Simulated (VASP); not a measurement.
# Ti8Ru8Au in VASP: single point with PBE

Aim: the single point of Ti8Ru8Au with PBE.

All numbers are computed with VASP 6.6.1; they aren't measurements. Logs are shortened: lines on timing, memory, paths and dates and some standing lists are left out, and cuts for length are marked.

## 1. The cell of the first run

The cell holds a slab with vacuum, 17 atoms: a = 6.140 Å, b = 6.140 Å, c = 16.605 Å, α = 90.00°, β = 90.00°, γ = 90.00°.

## 2. Single point, PBE

INCAR

```
SYSTEM = Ti8Ru8Au
  PREC = Accurate
  ENCUT = 520
  EDIFF = 1E-6
  ISMEAR = -1
  SIGMA = 0.1
  LREAL = Auto
  LASPH = .True.
  NELM = 100
  ALGO = Normal
  ISIF = 2
  LWAVE = .False.
  LCHARG = .True.
  GGA = PE
  LELF = .True.
  LVHAR = .True.
  NBANDS = 124
```

KPOINTS

```
regular mesh
0
Gamma
  3 3 1
  0 0 0
```

POSCAR

```
Ti8Ru8Au
1.0
    6.1400000000      0.0000000000      0.0000000000
    0.0000000000      6.1400000000      0.0000000000
    0.0000000000      0.0000000000     16.6050000000
Ti Ru Au
8 8 1
Direct
    0.2511161238      0.2495073290      0.1343097862
    0.2616667752      0.2534045603      0.3222258356
    0.2511022801      0.7502021173      0.1343041855
    0.2617449511      0.7461578176      0.3222012647
    0.7518933225      0.2493482085      0.1343190605
    0.7541073290      0.2546280130      0.3225672388
    0.7518775244      0.7503488599      0.1343197832
    0.7542055375      0.7449353420      0.3225754291
    0.0000000000      0.0000000000      0.0602228245
    0.0067089577     -0.0001408795      0.2413327311
    0.0000000000      0.5000000000      0.0602228245
    0.0051900651      0.4998737785      0.2395430894
    0.5000000000      0.0000000000      0.0602228245
    0.5045060261     -0.0001314332      0.2399001506
    0.5000000000      0.5000000000      0.0602228245
    0.5029291531      0.4998874593      0.2364705812
    0.5809446254      0.4995242671      0.4405777778
```

Potentials or basis: VASP PAW PBE potentials, release 64 (Ti_sv, Ru_pv, Au).

Run with:

```bash
$ cat potpaw_PBE.64/Ti_sv/POTCAR potpaw_PBE.64/Ru_pv/POTCAR potpaw_PBE.64/Au/POTCAR > POTCAR
$ mpirun -np 1 vasp_std > vasp.out
```

OUTCAR:

```text
SYSTEM = Ti8Ru8Au
   PREC = Accurate
   ENCUT = 520
   EDIFF = 1E-6
   ISMEAR = -1
   LREAL = Auto
   LASPH = .True.
   NELM = 100
   ISIF = 2
   GGA = PE

 ion  position               nearest neighbor table
   1  0.251  0.250  0.134-  13 2.49  15 2.49   9 2.50  11 2.50  16 2.76  12 2.77  10 2.79  14 2.80

   2  0.262  0.253  0.322-  16 2.55  14 2.55  12 2.58  10 2.58  17 3.16
   3  0.251  0.750  0.134-  13 2.49  15 2.49   9 2.50  11 2.50  16 2.76  12 2.77  10 2.79  14 2.80

   4  0.262  0.746  0.322-  16 2.55  14 2.55  12 2.58  10 2.58  17 3.16
   5  0.752  0.249  0.134-   9 2.49  11 2.49  13 2.50  15 2.50  16 2.75  14 2.78  12 2.80  10 2.82

   6  0.754  0.255  0.323-  12 2.56  10 2.58  14 2.58  16 2.59  17 2.69
   7  0.752  0.750  0.134-   9 2.49  11 2.49  13 2.50  15 2.50  16 2.75  14 2.78  12 2.80  10 2.82

   8  0.754  0.745  0.323-  12 2.56  10 2.58  14 2.59  16 2.59  17 2.69
   9  0.000  0.000  0.060-   5 2.49   7 2.49   1 2.50   3 2.50  10 3.01  11 3.07  13 3.07  11 3.07
                            13 3.07
  10  0.007  1.000  0.241-   6 2.58   8 2.58   2 2.58   4 2.58   1 2.79   3 2.79   5 2.82   7 2.82
                             9 3.01  14 3.06  12 3.07  12 3.07  14 3.08
  11  0.000  0.500  0.060-   7 2.49   5 2.49   3 2.50   1 2.50  12 2.98   9 3.07  15 3.07   9 3.07
                            15 3.07
  12  0.005  0.500  0.240-   8 2.56   6 2.56   4 2.58   2 2.58   3 2.77   1 2.77   7 2.80   5 2.80
                            11 2.98  16 3.06  10 3.07  10 3.07  16 3.08
  13  0.500  0.000  0.060-   1 2.49   3 2.49   5 2.50   7 2.50  14 2.98   9 3.07  15 3.07  15 3.07
                             9 3.07
  14  0.505  1.000  0.240-   2 2.55   4 2.55   6 2.58   8 2.59   5 2.78   7 2.78   1 2.80   3 2.80
                            13 2.98  10 3.06  16 3.07  16 3.07  10 3.08
  15  0.500  0.500  0.060-   3 2.49   1 2.49   7 2.50   5 2.50  16 2.93  13 3.07  11 3.07  13 3.07
                            11 3.07
  16  0.503  0.500  0.236-   4 2.55   2 2.55   8 2.59   6 2.59   7 2.75   5 2.75   3 2.76   1 2.76
                            15 2.93  12 3.06  14 3.07  14 3.07  12 3.08  17 3.42
  17  0.581  0.500  0.441-   6 2.69   8 2.69   2 3.16   4 3.16  16 3.42

  LATTYP: Found a simple tetragonal cell.
 ALAT       =     6.1400000000
 C/A-ratio  =     2.7043973941

  Lattice vectors:

 A1 = (   6.1400000000,   0.0000000000,   0.0000000000)
 A2 = (   0.0000000000,   6.1400000000,   0.0000000000)
 A3 = (   0.0000000000,   0.0000000000,  16.6050000000)

Analysis of symmetry for initial positions (statically):
=====================================================================
 Subroutine PRICEL returns:
 Original cell was already a primitive cell.

 Routine SETGRP: Setting up the symmetry group for a
 simple tetragonal supercell.

 Subroutine GETGRP returns: Found  1 space group operations
 (whereof  1 operations were pure point group operations)
 out of a pool of 16 trial point group operations.

The static configuration has the point symmetry C_1 .

Analysis of symmetry for dynamics (positions and initial velocities):
=====================================================================
 Subroutine PRICEL returns:
 Original cell was already a primitive cell.

 Routine SETGRP: Setting up the symmetry group for a
 simple tetragonal supercell.

 Subroutine GETGRP returns: Found  1 space group operations
 (whereof  1 operations were pure point group operations)
 out of a pool of 16 trial point group operations.

The dynamic configuration has the point symmetry C_1 .

 Subroutine INISYM returns: Found  1 space group operations
 (whereof  1 operations are pure point group operations),
 and found     1 'primitive' translations

----------------------------------------------------------------------------------------

                                     Primitive cell

  volume of cell :     626.0019

  direct lattice vectors                    reciprocal lattice vectors
     6.140000000  0.000000000  0.000000000     0.162866450  0.000000000  0.000000000
     0.000000000  6.140000000  0.000000000     0.000000000  0.162866450  0.000000000
     0.000000000  0.000000000 16.605000000     0.000000000  0.000000000  0.060222824

  length of vectors
     6.140000000  6.140000000 16.605000000     0.162866450  0.162866450  0.060222824

  position of ions in fractional coordinates (direct lattice)
     0.251116124  0.249507329  0.134309786
     0.261666775  0.253404560  0.322225836
     0.251102280  0.750202117  0.134304185
     0.261744951  0.746157818  0.322201265
     0.751893323  0.249348209  0.134319060
     0.754107329  0.254628013  0.322567239
[... 9 lines left out ...]
     0.502929153  0.499887459  0.236470581
     0.580944625  0.499524267  0.440577778

  ion indices of the primitive-cell ions
   primitive index   ion index
                 1           1
                 2           2
                 3           3
                 4           4
                 5           5
                 6           6
[... 9 lines left out ...]
                16          16
                17          17

----------------------------------------------------------------------------------------

 KPOINTS: regular mesh

Automatic generation of k-mesh.
 Grid dimensions read from file:
 generate k-points for:    3    3    1

 Generating k-lattice:

  Cartesian coordinates                     Fractional coordinates (reciprocal lattice)
     0.054288817  0.000000000  0.000000000     0.333333333  0.000000000  0.000000000
     0.000000000  0.054288817  0.000000000     0.000000000  0.333333333  0.000000000
     0.000000000  0.000000000  0.060222824     0.000000000  0.000000000  1.000000000

  Length of vectors
     0.054288817  0.054288817  0.060222824

  Shift w.r.t. Gamma in fractional coordinates (k-lattice)
     0.000000000  0.000000000  0.000000000

 Subroutine IBZKPT returns following result:
 ===========================================

 Found      5 irreducible k-points:

 Following reciprocal coordinates:
            Coordinates               Weight
  0.000000  0.000000  0.000000      1.000000
  0.333333  0.000000  0.000000      2.000000
  0.000000  0.333333  0.000000      2.000000
  0.333333  0.333333  0.000000      2.000000
 -0.333333  0.333333  0.000000      2.000000
   k-points           NKPTS =      5   k-points in BZ     NKDIM =      5   number of bands    NBANDS=    124
   number of dos      NEDOS =    301   number of ions     NIONS =     17
   total plane-waves  NPLWV = 290304
   dimension x,y,z NGX =    48 NGY =   48 NGZ =  126
   dimension x,y,z NGXF=    96 NGYF=   96 NGZF=  252
   ions per type =               8   8   1
   NGX,Y,Z   is equivalent  to a cutoff of  13.00, 13.00, 12.61 a.u.
   NGXF,Y,Z  is equivalent  to a cutoff of  25.99, 25.99, 25.23 a.u.
 SYSTEM =  Ti8Ru8Au
   PREC   = accura    normal or accurate (medium, high low for compatibility)
   ISTART =      0    job   : 0-new  1-cont  2-samecut
   ICHARG =      2    charge: 1-file 2-atom 10-const
   ISPIN  =      1    spin polarized calculation?
   LNONCOLLINEAR =      F non collinear calculations
   LSORBIT =      F    spin-orbit coupling
   LASPH  =      T    aspherical Exc in radial PAW
   ENCUT  =  520.0 eV  38.22 Ry    6.18 a.u.  11.42 11.42 30.87*2*pi/ulx,y,z
   NELM   =    100;   NELMIN=  2; NELMDL= -5     # of ELM steps
   EDIFF  = 0.1E-05   stopping-criterion for ELM
   LREAL  =      T    real-space projection
   EDIFFG = 0.1E-04   stopping-criterion for IOM
   NSW    =      0    number of steps for IOM
   IBRION =     -1    ionic relax: 0-MD 1-quasi-New 2-CG
   NFREE  =      0    steps in history (QN), initial steepest desc. (CG)
   ISIF   =      2    stress and relaxation
   ISYM   =      2    0-nonsym 1-usesym 2-fastsym
   POTIM  = 0.5000    time-step for ionic-motion
   TEBEG  =    0.0;   TEEND  =   0.0 temperature during run
   PSTRESS=    0.0 pullay stress
   NELECT =     219.0000    total number of electrons
   NUPDOWN=      -1.0000    fix difference up-down
   EMIN   =  10.00;   EMAX   =-10.00  energy-range for DOS
   EFERMI =   0.00;   METHOD = LEGACY
   ISMEAR =    -1;   SIGMA  =   0.10  broadening in eV -4-tet -1-fermi 0-gaus
   EFERMI_NEDOS =   21; number of points for ismear=-14 and -15
   IALGO  =     38    algorithm
   IMIX   =      4    mixing-type and parameters
     AMIX     =   0.40;   BMIX     =  1.00
     AMIX_MAG =   1.60;   BMIX_MAG =  1.00
  volume/ion in A,a.u.               =      36.82       248.50
  Fermi-wavevector in a.u.,A,eV,Ry     =   1.153536  2.179866 18.104515  1.330644
  Thomas-Fermi vector in A             =   2.290179
   LORBIT       =      0    0 simple, 1 ext, 2 COOP (PROOUT), +10 PAW based schemes
   GGA     = PE    functional components
   LHFCALC =     F    Hartree Fock is set to
   AEXX    =    0.0000 exact exchange contribution
   IVDW    =     0    specifies the selected vdW correction
   LEPSILON=     F    determine dielectric tensor
   LRPA    =     F    only Hartree local field effects (RPA)
 non-spin polarized calculation
  energy-cutoff  :      520.00
  volume of cell :      626.00
 maximum number of plane-waves:     16889
 NGX is ok and might be reduce to    48
   NGX = 23   NGY = 23   NGZ = 61

 number of electron     219.0000020 magnetization

 Free energy of the ion-electron system (eV)
  ---------------------------------------------------
  ext. energy  EPLUGINS =         0.00000000
  ---------------------------------------------------
  free energy    TOTEN  =      -139.86210430 eV

  energy without entropy =     -139.54818020  energy(sigma->0) =     -139.70514225

 E-fermi :   2.0612     XC(G=0):  -6.4913

 val. band max:        2.0595448887   @ k =   0.0000   0.0000   0.0000
 cond. band min:       2.1342691459   @ k =   0.3333   0.3333   0.0000
 fundamental gap:      0.0747242572
 Fermi energy:         2.0612497416

 k-point     1 :       0.0000    0.0000    0.0000
  band No.  band energies     occupation
      1     -55.3819      2.00000
      2     -55.3607      2.00000
      3     -55.3334      2.00000
      4     -55.3109      2.00000
      5     -54.8061      2.00000
      6     -54.7864      2.00000
[... 113 lines left out ...]
    120       3.2158      0.00002
    121       3.2248      0.00002

 k-point     2 :       0.3333    0.0000    0.0000
  band No.  band energies     occupation
      1     -55.3802      2.00000
      2     -55.3587      2.00000
      3     -55.3351      2.00000
      4     -55.3129      2.00000
      5     -54.8012      2.00000
      6     -54.7912      2.00000
[... 113 lines left out ...]
    120       3.0076      0.00016
    121       3.1128      0.00005

 k-point     3 :       0.0000    0.3333    0.0000
  band No.  band energies     occupation
      1     -55.3769      2.00000
      2     -55.3657      2.00000
      3     -55.3283      2.00000
      4     -55.3161      2.00000
      5     -54.8012      2.00000
      6     -54.7913      2.00000
[... 113 lines left out ...]
    120       3.0136      0.00015
    121       3.1015      0.00006

 k-point     4 :       0.3333    0.3333    0.0000
  band No.  band energies     occupation
      1     -55.3751      2.00000
      2     -55.3639      2.00000
      3     -55.3300      2.00000
      4     -55.3180      2.00000
      5     -54.7960      2.00000
      6     -54.7854      2.00000
[... 113 lines left out ...]
    120       2.9914      0.00018
    121       3.0807      0.00007

 k-point     5 :      -0.3333    0.3333    0.0000
  band No.  band energies     occupation
      1     -55.3751      2.00000
      2     -55.3639      2.00000
      3     -55.3300      2.00000
      4     -55.3180      2.00000
      5     -54.7960      2.00000
      6     -54.7854      2.00000
[... 113 lines left out ...]
    120       2.9915      0.00018
    121       3.0808      0.00007
 [bands above 121 left out]

------------------------ aborting loop because EDIFF is reached ----------------------------------------

  FORCE on cell =-STRESS in cart. coord.  units (eV):
  Direction    XX          YY          ZZ          XY          YZ          ZX
  --------------------------------------------------------------------------------------
  -------------------------------------------------------------------------------------
  Total       -6.1833734     -6.0256574     -0.6561402     -0.0057589      0.0268229     -1.5517817
  in kB      -15.8256092    -15.4219538     -1.6793127     -0.0147391      0.0686501     -3.9716007
  external PRESSURE =     -10.9756252 kB  Pullay stress =       0.0000000 kB

 VOLUME and BASIS-vectors are now :
 -----------------------------------------------------------------------------
  energy-cutoff  :      520.00
  volume of cell :      626.00
      direct lattice vectors                 reciprocal lattice vectors
     6.140000000  0.000000000  0.000000000     0.162866450  0.000000000  0.000000000
     0.000000000  6.140000000  0.000000000     0.000000000  0.162866450  0.000000000
     0.000000000  0.000000000 16.605000000     0.000000000  0.000000000  0.060222824

 POSITION                                       TOTAL-FORCE (eV/Angst)
 -----------------------------------------------------------------------------------
      1.54185      1.53198      2.23021         0.028686     -0.003645      0.036916
      1.60663      1.55590      5.35056         0.051717      0.022310      0.055243
      1.54177      4.60624      2.23012         0.026774      0.007970      0.041000
      1.60711      4.58141      5.35015         0.051228     -0.025005      0.050843
      4.61663      1.53100      2.23037         0.039273      0.000019      0.036725
      4.63022      1.56342      5.35623         0.028441     -0.012624     -0.009735
[... 9 lines left out ...]
      3.08799      3.06931      3.92659        -0.014621     -0.001896     -0.045617
      3.56700      3.06708      7.31579        -0.364496      0.003376     -0.119422
 -----------------------------------------------------------------------------------
    total drift:                                0.003612     -0.006001      0.064486

  FREE ENERGIE OF THE ION-ELECTRON SYSTEM (eV)
  ---------------------------------------------------
  free  energy   TOTEN  =      -139.8621042965 eV

  energy  without entropy=     -139.5481802005  energy(sigma->0) =     -139.70514225
```

Run time: 32 min. Hardware: 1 thread of Intel Xeon 8259CL, shared host; peak memory 0.76 GiB.

What came out:

- Free energy: -139.8621 eV
- Largest force: 0.384 eV/Å
- Band gap on the k mesh: zero (an odd number of electrons rules out a gap without spin polarisation)

Forces on the atoms (eV/Å):
```
Ti   0.029 -0.004  0.037
Ti   0.052  0.022  0.055
Ti   0.027  0.008  0.041
Ti   0.051 -0.025  0.051
Ti   0.039  0.000  0.037
Ti   0.028 -0.013 -0.010
Ti   0.040  0.006  0.039
Ti   0.022  0.013 -0.012
Ru   0.028 -0.002  0.056
Ru  -0.027  0.000 -0.011
Ru   0.020 -0.002  0.018
Ru  -0.009 -0.002 -0.010
Ru   0.036 -0.002  0.033
Ru  -0.009  0.000 -0.028
Ru   0.052 -0.002 -0.131
Ru  -0.015 -0.002 -0.046
Au  -0.364  0.003 -0.119
```

Caveat: there is no dipole correction, which matters where the two faces differ; spin-orbit coupling is left out, which moves the levels of the heavy elements.

The gap in the log of VASP goes by the Fermi energy; the results here count the filled bands.